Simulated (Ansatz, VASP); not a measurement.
# CdTe in VASP and in Ansatz

```
Cd Te
1.0
     0.00000    2.78227    2.78227
     2.78227    0.00000    2.78227
     2.78227    2.78227    0.00000
Cd Te
1 1
Direct
  0.00000 0.00000 0.00000
  0.50000 0.50000 0.50000
```

Alike in both runs: task single point; functional PBE; k mesh 6 × 6 × 6; occupations gaussian, width 0.1 eV; no spin polarisation.

|  | VASP | Ansatz |
| --- | --- | --- |
| version | VASP 6.6.1 | Ansatz 0.2.0 |
| potentials or method | VASP PAW PBE potentials, release 64 (Cd, Te), cutoff 500 eV | scalar-relativistic, plane waves, PAW |
| valence electrons in the cell | 18 | 36 |

|  | VASP | Ansatz | Ansatz less VASP |
| --- | --- | --- | --- |
| gap on the k mesh at the Fermi level (eV) | none | none | - |
| pressure (GPa) | 27.8 | 27.3 | -0.53 |

A gap of «none» marks a metal or a gap that the smearing closes. The functional is the same, so the differences come from potentials, cutoffs and numerics. VASP's potentials hold 18 valence electrons a cell and Ansatz's 36, so a difference there can come from the potentials and not from the codes.

Neither program's run includes spin-orbit coupling.
